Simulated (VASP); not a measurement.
# CsI (Pm-3m) in VASP: a series of runs

The runs below take CsI through relaxation of cell and atoms, single point, with r2SCAN, PBE.

All numbers are computed with VASP 6.6.1; they aren't measurements. Logs are shortened: lines on timing, memory, paths and dates and some standing lists are left out, and cuts for length are marked.

## Step 1: The cell of the first run

It takes space group Pm-3m (No. 221, cubic). Conventional cell: a = 4.666 Å, b = 4.666 Å, c = 4.666 Å, α = 90.00°, β = 90.00°, γ = 90.00°. Cs (site symmetry m-3m) has 8 I at 4.04 Å and 6 Cs at 4.67 Å within 5.3 Å. Within 5.3 Å of I (site symmetry m-3m) lie 8 Cs at 4.04 Å and 6 I at 4.67 Å.

## Step 2: Relaxation of cell and atoms, r2SCAN

Input file POSCAR:

```
CsI
1.0
    4.6660153637      0.0000000000      0.0000000000
    0.0000000000      4.6660153637      0.0000000000
    0.0000000000      0.0000000000      4.6660153637
Cs I
1 1
Direct
    0.0000000000      0.0000000000      0.0000000000
    0.5000000000      0.5000000000      0.5000000000
```

Input file INCAR.step1:

```
SYSTEM = CsI
PREC     = Accurate       ! precision mode
ENCUT    = 550            ! plane-wave cutoff, eV
ISMEAR   = -1             ! smearing method
SIGMA    = 0.02           ! smearing width, eV
LREAL    = .FALSE.        ! projectors in reciprocal space
LASPH    = .TRUE.         ! aspherical terms in the spheres
NELM     = 120            ! most SCF steps
GGA      = PE             ! functional
ALGO     = Normal         ! electronic algorithm
EDIFF    = 1E-5           ! SCF threshold, eV
LWAVE    = .TRUE.         ! write WAVECAR
LCHARG   = .FALSE.        ! write CHGCAR
GGA_COMPAT= .FALSE.      
IBRION   = 2              ! ionic algorithm
ISIF     = 3              ! what is computed and relaxed
EDIFFG   = -0.005         ! ionic threshold
NELMIN   = 4            
NSW      = 100            ! ionic steps
```

Input file INCAR.step2:

```
SYSTEM = CsI
PREC     = Accurate       ! precision mode
ENCUT    = 550            ! plane-wave cutoff, eV
EDIFF    = 1E-7           ! SCF threshold, eV
ISMEAR   = -1             ! smearing method
SIGMA    = 0.02           ! smearing width, eV
LREAL    = .FALSE.        ! projectors in reciprocal space
LASPH    = .TRUE.         ! aspherical terms in the spheres
NELM     = 120            ! most SCF steps
ALGO     = Normal         ! electronic algorithm
ISIF     = 3              ! what is computed and relaxed
LWAVE    = .FALSE.        ! write WAVECAR
LCHARG   = .FALSE.        ! write CHGCAR
METAGGA  = R2SCAN         ! meta-GGA
LMIXTAU  = .TRUE.       
IBRION   = 2              ! ionic algorithm
NSW      = 80             ! ionic steps
EDIFFG   = -0.005         ! ionic threshold
ISTART   = 1            
GGA_COMPAT= .FALSE.      
NELMIN   = 4
```

Input file KPOINTS:

```
regular mesh
0
G
  6 6 6
  0 0 0
```

Potentials or basis: VASP PAW PBE potentials, release 64 (Cs_sv, I).

The run is started by

```
> cat potpaw_PBE.64/Cs_sv/POTCAR potpaw_PBE.64/I/POTCAR > POTCAR
> cp INCAR.step1 INCAR
> mpirun -np 1 vasp_std > vasp.out
> cp INCAR.step2 INCAR
> mpirun -np 1 vasp_std > vasp.out
```

OUTCAR:

```text
SYSTEM = CsI
   PREC = Accurate
   ENCUT = 550
   EDIFF = 1E-7
   ISMEAR = -1
   LREAL = .FALSE.
   LASPH = .TRUE.
   NELM = 120
   ISIF = 3
   METAGGA = R2SCAN
   IBRION = 2
   NSW = 80
   EDIFFG = -0.005
   ISTART = 1
   NELMIN = 4

 ion  position               nearest neighbor table
   1  0.000  0.000  0.000-
   2  0.500  0.500  0.500-

  LATTYP: Found a simple cubic cell.
 ALAT       =     4.6660153637

  Lattice vectors:

 A1 = (   4.6660153637,   0.0000000000,   0.0000000000)
 A2 = (   0.0000000000,   4.6660153637,   0.0000000000)
 A3 = (   0.0000000000,   0.0000000000,   4.6660153637)

Analysis of symmetry for initial positions (statically):
=====================================================================
 Subroutine PRICEL returns:
 Original cell was already a primitive cell.

 Routine SETGRP: Setting up the symmetry group for a
 simple cubic supercell.

 Subroutine GETGRP returns: Found 48 space group operations
 (whereof 48 operations were pure point group operations)
 out of a pool of 48 trial point group operations.

The static configuration has the point symmetry O_h .

Analysis of symmetry for dynamics (positions and initial velocities):
=====================================================================
 Subroutine PRICEL returns:
 Original cell was already a primitive cell.

 Routine SETGRP: Setting up the symmetry group for a
 simple cubic supercell.

 Subroutine GETGRP returns: Found 48 space group operations
 (whereof 48 operations were pure point group operations)
 out of a pool of 48 trial point group operations.

The dynamic configuration has the point symmetry O_h .

 Subroutine INISYM returns: Found 48 space group operations
 (whereof 48 operations are pure point group operations),
 and found     1 'primitive' translations

----------------------------------------------------------------------------------------

                                     Primitive cell

  volume of cell :     101.5871

  direct lattice vectors                    reciprocal lattice vectors
     4.666015364  0.000000000  0.000000000     0.214315625  0.000000000  0.000000000
     0.000000000  4.666015364  0.000000000     0.000000000  0.214315625  0.000000000
     0.000000000  0.000000000  4.666015364     0.000000000  0.000000000  0.214315625

  length of vectors
     4.666015364  4.666015364  4.666015364     0.214315625  0.214315625  0.214315625

  position of ions in fractional coordinates (direct lattice)
     0.000000000  0.000000000  0.000000000
     0.500000000  0.500000000  0.500000000

  ion indices of the primitive-cell ions
   primitive index   ion index
                 1           1
                 2           2

----------------------------------------------------------------------------------------

 KPOINTS: regular mesh

Automatic generation of k-mesh.
 Grid dimensions read from file:
 generate k-points for:    6    6    6

 Generating k-lattice:

  Cartesian coordinates                     Fractional coordinates (reciprocal lattice)
     0.035719271  0.000000000  0.000000000     0.166666667  0.000000000  0.000000000
     0.000000000  0.035719271  0.000000000     0.000000000  0.166666667  0.000000000
     0.000000000  0.000000000  0.035719271     0.000000000  0.000000000  0.166666667

  Length of vectors
     0.035719271  0.035719271  0.035719271

  Shift w.r.t. Gamma in fractional coordinates (k-lattice)
     0.000000000  0.000000000  0.000000000

 Subroutine IBZKPT returns following result:
 ===========================================

 Found     20 irreducible k-points:

 Following reciprocal coordinates:
            Coordinates               Weight
  0.000000  0.000000  0.000000      1.000000
  0.166667  0.000000  0.000000      6.000000
  0.333333  0.000000  0.000000      6.000000
  0.500000  0.000000  0.000000      3.000000
  0.166667  0.166667  0.000000     12.000000
  0.333333  0.166667  0.000000     24.000000
[... 12 lines left out ...]
  0.500000  0.500000  0.333333      6.000000
  0.500000  0.500000  0.500000      1.000000
   k-points           NKPTS =     20   k-points in BZ     NKDIM =     20   number of bands    NBANDS=     12
   number of dos      NEDOS =    301   number of ions     NIONS =      2
   total plane-waves  NPLWV =  46656
   dimension x,y,z NGX =    36 NGY =   36 NGZ =   36
   dimension x,y,z NGXF=    72 NGYF=   72 NGZF=   72
   ions per type =               1   1
   NGX,Y,Z   is equivalent  to a cutoff of  12.83, 12.83, 12.83 a.u.
   NGXF,Y,Z  is equivalent  to a cutoff of  25.65, 25.65, 25.65 a.u.
 SYSTEM =  CsI
   PREC   = accura    normal or accurate (medium, high low for compatibility)
   ISTART =      1    job   : 0-new  1-cont  2-samecut
   ICHARG =      0    charge: 1-file 2-atom 10-const
   ISPIN  =      1    spin polarized calculation?
   LNONCOLLINEAR =      F non collinear calculations
   LSORBIT =      F    spin-orbit coupling
   LASPH  =      T    aspherical Exc in radial PAW
   ENCUT  =  550.0 eV  40.42 Ry    6.36 a.u.   8.92  8.92  8.92*2*pi/ulx,y,z
   NELM   =    120;   NELMIN=  4; NELMDL=  0     # of ELM steps
   EDIFF  = 0.1E-06   stopping-criterion for ELM
   LREAL  =      F    real-space projection
   EDIFFG = -.5E-02   stopping-criterion for IOM
   NSW    =     80    number of steps for IOM
   IBRION =      2    ionic relax: 0-MD 1-quasi-New 2-CG
   NFREE  =      1    steps in history (QN), initial steepest desc. (CG)
   ISIF   =      3    stress and relaxation
   ISYM   =      2    0-nonsym 1-usesym 2-fastsym
   POTIM  = 0.5000    time-step for ionic-motion
   TEBEG  =    0.0;   TEEND  =   0.0 temperature during run
   PSTRESS=    0.0 pullay stress
   NELECT =      16.0000    total number of electrons
   NUPDOWN=      -1.0000    fix difference up-down
   EMIN   =  10.00;   EMAX   =-10.00  energy-range for DOS
   EFERMI =   0.00;   METHOD = LEGACY
   ISMEAR =    -1;   SIGMA  =   0.02  broadening in eV -4-tet -1-fermi 0-gaus
   EFERMI_NEDOS =   21; number of points for ismear=-14 and -15
   IALGO  =     38    algorithm
   IMIX   =      4    mixing-type and parameters
     AMIX     =   0.40;   BMIX     =  1.00
     AMIX_MAG =   1.60;   BMIX_MAG =  1.00
  volume/ion in A,a.u.               =      50.79       342.77
  Fermi-wavevector in a.u.,A,eV,Ry     =   0.884101  1.670709 10.634790  0.781635
  Thomas-Fermi vector in A             =   2.004956
   LORBIT       =      0    0 simple, 1 ext, 2 COOP (PROOUT), +10 PAW based schemes
   METAGGA = R2SCAN    functional components
   LHFCALC =     F    Hartree Fock is set to
   AEXX    =    0.0000 exact exchange contribution
   IVDW    =     0    specifies the selected vdW correction
   LEPSILON=     F    determine dielectric tensor
   LRPA    =     F    only Hartree local field effects (RPA)
 conjugate gradient relaxation of ions
 non-spin polarized calculation
  energy-cutoff  :      550.00
  volume of cell :      101.59
 maximum number of plane-waves:      3016
 NGX is ok and might be reduce to    36
   NGX = 17   NGY = 17   NGZ = 17

--------------------------------------- Ionic step        1  -------------------------------------------

 number of electron      15.9999999 magnetization

 Free energy of the ion-electron system (eV)
  ---------------------------------------------------
  ext. energy  EPLUGINS =         0.00000000
  ---------------------------------------------------
  free energy    TOTEN  =       -53.12229357 eV

  energy without entropy =      -53.12229357  energy(sigma->0) =      -53.12229357

------------------------ aborting loop because EDIFF is reached ----------------------------------------

  FORCE on cell =-STRESS in cart. coord.  units (eV):
  Direction    XX          YY          ZZ          XY          YZ          ZX
  --------------------------------------------------------------------------------------
  -------------------------------------------------------------------------------------
  Total       -0.2311154     -0.2311154     -0.2311154     -0.0000000     -0.0000000     -0.0000000
  in kB       -3.6450292     -3.6450292     -3.6450292     -0.0000000     -0.0000000     -0.0000000
  external PRESSURE =      -3.6450292 kB  Pullay stress =       0.0000000 kB

 VOLUME and BASIS-vectors are now :
 -----------------------------------------------------------------------------
  energy-cutoff  :      550.00
  volume of cell :      101.59
      direct lattice vectors                 reciprocal lattice vectors
     4.666015364  0.000000000  0.000000000     0.214315625  0.000000000  0.000000000
     0.000000000  4.666015364  0.000000000     0.000000000  0.214315625  0.000000000
     0.000000000  0.000000000  4.666015364     0.000000000  0.000000000  0.214315625
[... 73 lines left out ...]
 POSITION                                       TOTAL-FORCE (eV/Angst)
 -----------------------------------------------------------------------------------
      0.00000      0.00000      0.00000         0.000000     -0.000000      0.000000
      2.30968      2.30968      2.30968        -0.000000      0.000000      0.000000
 -----------------------------------------------------------------------------------
    total drift:                                0.000000      0.000000      0.000000

  FREE ENERGIE OF THE ION-ELECTRON SYSTEM (eV)
  ---------------------------------------------------
  free  energy   TOTEN  =       -53.1262052405 eV

  energy  without entropy=      -53.1262052405  energy(sigma->0) =      -53.12620524

--------------------------------------- Ionic step        4  -------------------------------------------

 number of electron      16.0000002 magnetization

 Free energy of the ion-electron system (eV)
  ---------------------------------------------------
  ext. energy  EPLUGINS =         0.00000000
  ---------------------------------------------------
  free energy    TOTEN  =       -53.12623792 eV

  energy without entropy =      -53.12623792  energy(sigma->0) =      -53.12623792

 E-fermi :   0.8052     XC(G=0):  -7.9808

 val. band max:        0.3256588264   @ k =   0.5000   0.5000   0.0000
 cond. band min:       4.8089135319   @ k =   0.0000   0.0000   0.0000
 fundamental gap:      4.4832547055
 Fermi energy:         0.8052466526

 k-point     1 :       0.0000    0.0000    0.0000
  band No.  band energies     occupation
      1     -20.6762      2.00000
      2     -10.5916      2.00000
      3      -7.0078      2.00000
      4      -7.0078      2.00000
      5      -7.0078      2.00000
      6       0.2329      2.00000
      7       0.2329      2.00000
      8       0.2329      2.00000
      9       4.8089      0.00000
     10       4.9833      0.00000
     11       4.9833      0.00000
     12       8.6615      0.00000

 k-point     2 :       0.1667    0.0000    0.0000
  band No.  band energies     occupation
      1     -20.6706      2.00000
      2     -10.5929      2.00000
      3      -7.0429      2.00000
      4      -6.9938      2.00000
      5      -6.9938      2.00000
      6      -0.1971      2.00000
      7       0.2016      2.00000
      8       0.2016      2.00000
      9       5.1500      0.00000
     10       5.3382      0.00000
     11       5.5990      0.00000
     12       8.5806      0.00000
[... 290 lines left out ...]
 POSITION                                       TOTAL-FORCE (eV/Angst)
 -----------------------------------------------------------------------------------
      0.00000      0.00000      0.00000         0.000000     -0.000000      0.000000
      2.30750      2.30750      2.30750        -0.000000      0.000000      0.000000
 -----------------------------------------------------------------------------------
    total drift:                                0.000000      0.000000      0.000000

  FREE ENERGIE OF THE ION-ELECTRON SYSTEM (eV)
  ---------------------------------------------------
  free  energy   TOTEN  =       -53.1262379205 eV

  energy  without entropy=      -53.1262379205  energy(sigma->0) =      -53.12623792

 reached required accuracy - stopping structural energy minimisation
```

It took 7.9 min on 1 thread of Intel Xeon 8259CL, shared host; peak memory 0.25 GiB.

What came out:

- Free energy: -53.1262 eV
- Relaxed volume: 49.15 Å³/atom
- Relaxed cell: a = 4.615 Å, b = 4.615 Å, c = 4.615 Å, α = 90.00°, β = 90.00°, γ = 90.00°
- Space group after relaxing (to 0.1 Å): Pm-3m (No. 221)
- Energy gained by relaxing: 2.0 meV/atom
- Ionic steps: 4
- Pressure after relaxing: 0.0 GPa
- Band gap on the k mesh: 4.48 eV (least direct gap 4.58 eV)

Step by step:
```csv
step,energy change (eV),largest force (eV/Å),pressure (GPa),volume (Å³)
1,0.0000,0.0000,-0.36,101.59
2,-0.0030,0.0000,-0.19,99.90
3,-0.0039,0.0000,-0.03,98.57
4,-0.0039,0.0000,0.00,98.29
```

Final structure:
```xyz
2
Lattice="4.6150 0.0000 0.0000 0.0000 4.6150 0.0000 0.0000 0.0000 4.6150" Properties=species:S:1:pos:R:3 pbc="T T T"
Cs    0.0000    0.0000    0.0000
I     2.3075    2.3075    2.3075
```

Caveat: the PAW data sets were made with another functional, which shifts forces and pressure a little; spin-orbit coupling is left out, which moves the levels of the heavy elements. A k mesh can miss the band edges.

## Step 3: Single point, PBE, non-collinear spin, zero start, spin-orbit coupling

This run uses another cell than the first one, of 48.93 Å³/atom.

Input file INCAR:

```
PREC = Accurate
ENCUT = 500
EDIFF = 1E-6
ISMEAR = 0
SIGMA = 0.01
LREAL = F
LASPH = T
NELM = 200
ALGO = Normal
ISIF = 2
LWAVE = F
LCHARG = F
MAGMOM = 0 0 0 0 0 0
LORBIT = 11
LSORBIT = T
GGA_COMPAT = F
LORBMOM = T
GGA = PE
NBANDS = 28
```

Input file KPOINTS:

```
regular mesh
0
Gamma
  6 6 6
```

Input file POSCAR:

```
CsI
1.0
    4.6080834137      0.0000000000      0.0000000000
    0.0000000000      4.6080834137      0.0000000000
    0.0000000000      0.0000000000      4.6080834137
Cs I
1 1
Direct
    0.0000000000      0.0000000000      0.0000000000
    0.5000000000      0.5000000000      0.5000000000
```

Potentials or basis: VASP PAW PBE potentials, release 64 (Cs_sv, I).

The run is started by

```
> cat potpaw_PBE.64/Cs_sv/POTCAR potpaw_PBE.64/I/POTCAR > POTCAR
> mpirun -np 1 vasp_ncl > vasp.out
```

Wall time 3.1 min (1 thread of Intel Xeon 8259CL, shared host); peak memory 0.42 GiB.

Results (log left out):

```yaml
Free_energy: -5.7253 eV
Pressure: 0.4 GPa
Net_moment: 0.00 μB per cell
Valence_electrons_inside_the_program's_atomic_spheres: Cs 6.57; I 4.33
```

Moments on the atoms (μB; x, y, z):
```
Cs  0.00 0.00 0.00
I   0.00 0.00 0.00
```
